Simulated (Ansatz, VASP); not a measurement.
# SbS3: VASP beside Ansatz

Contents of INCAR:

```
SYSTEM = SbS3
ALGO = Normal
EDIFF = 1E-6
EDIFFG = -0.04
ENCUT = 600
GGA = PE
IBRION = 2
ISIF = 3
ISMEAR = 0
LASPH = .TRUE.
LCHARG = .FALSE.
LREAL = .FALSE.
LWAVE = .FALSE.
NELM = 80
NSW = 90
PREC = Accurate
SIGMA = 0.1
```

The input KPOINTS:

```
k-points
0
G
  4 4 4
  0 0 0
```

File POSCAR:

```
SbS3
1.0
    4.9554307600      0.0000000000      0.0000000000
    0.0000000000      4.9554307600      0.0000000000
    0.0000000000      0.0000000000      4.9554307600
Sb S
1 3
Direct
    0.0000000000      0.0000000000      0.0000000000
    0.5000000000      0.0000000000      0.0000000000
    0.0000000000      0.5000000000      0.0000000000
    0.0000000000      0.0000000000      0.5000000000
```

Input for Ansatz:

```yaml
crystal:
  lattice:
    - [4.95543076, 0.0, 0.0]
    - [0.0, 4.95543076, 0.0]
    - [0.0, 0.0, 4.95543076]
  atoms:
    - { symbol: Sb, position: [0.0, 0.0, 0.0] }
    - { symbol: S, position: [0.5, 0.0, 0.0] }
    - { symbol: S, position: [0.0, 0.5, 0.0] }
    - { symbol: S, position: [0.0, 0.0, 0.5] }
basis:
  ecutwfc: 420
kpoints:
  mp_grid: { grid: [4, 4, 4] }
hamiltonian:
  xc: pbe
scf:
  occupations: { method: gaussian, width: 0.1 }
  lower_state_search: "off"
output:
  forces: true
  stress: true
  eigenvalues: true
relax:
  adjacent_minimum: "off"
  f_tol: 0.04
  max_steps: 70
  cell: { stress_tol: 0.4 }
```

Alike in both runs: task relaxation of cell and atoms; functional PBE; k mesh 4 × 4 × 4; occupations gaussian, width 0.1 eV; no spin polarisation.

```csv
,VASP,Ansatz
version,VASP 6.6.1,Ansatz 0.2.0
potentials or method,"VASP PAW PBE potentials, release 64 (Sb, S), cutoff 600 eV","scalar-relativistic, plane waves, PAW"
valence electrons in the cell,23,33
```

|  | VASP | Ansatz | Ansatz less VASP |
| --- | --- | --- | --- |
| gap on the k mesh at the Fermi level, each at its own relaxed structure (eV) | none | none | - |
| relaxed volume (Å³/atom) | 32.52 | 32.76 | +0.244 |
| relaxed cell length with the largest relative difference (Å) | 5.067 | 5.080 | +0.0126 |

A gap of «none» marks a metal or a gap that the smearing closes. VASP's potentials hold 23 valence electrons a cell and Ansatz's 33, so a difference there can come from the potentials and not from the codes.

Spin-orbit coupling is off throughout.
